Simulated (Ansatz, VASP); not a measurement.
# Two plane-wave programs on Mg9O8

```xyz
17
Lattice="0.0000 4.3550 4.3550 4.3550 0.0000 4.3550 4.3550 4.3550 0.0000" Properties=species:S:1:pos:R:3 pbc="T T T"
Mg    0.1836   -0.1851    0.1905
Mg    2.1759    2.1785    0.0019
Mg    1.9675   -0.2000    1.9765
Mg    4.5488    2.3806    1.9819
Mg   -0.0098    2.1797    2.1855
Mg    2.1755    4.3639    2.1859
Mg    2.0184    2.3344    4.5096
Mg    4.3465    4.3622    4.3603
Mg    3.2940    1.0503    3.2076
O     2.1471    2.2109    2.2016
O     4.3022    4.4063    2.2279
O     4.3253    2.1852    4.3702
O     6.5197    4.3822    4.3788
O     2.2137    4.3845    4.3155
O     4.3241    6.4952    4.3165
O     4.4156    4.2993    6.4905
O     6.5701    6.4931    6.5614
```

Alike in both runs: functional PBE; k mesh 2 × 2 × 2; occupations fermi-dirac, width 0.02 eV; no spin polarisation.

Ansatz relaxed the structure, and its values are those at the end. VASP's run is a single point on that final structure, the one shown.

```csv
,VASP,Ansatz
version,VASP 6.6.1,Ansatz 0.2.0
potentials or method,"VASP PAW PBE potentials, release 64 (Mg, O), cutoff 520 eV","scalar-relativistic, plane waves, PAW"
valence electrons in the cell,66,138
```

Ansatz gave:

```
rms of the force components (eV/Å) : 0.004
```

Question: What did VASP give for the same quantities?

Answer: rms of the force components (eV/Å): 0.011.

VASP's potentials hold 66 valence electrons a cell and Ansatz's 138, so a difference there can come from the potentials and not from the codes.

The k mesh is coarse, so the values compare programs but aren't converged.
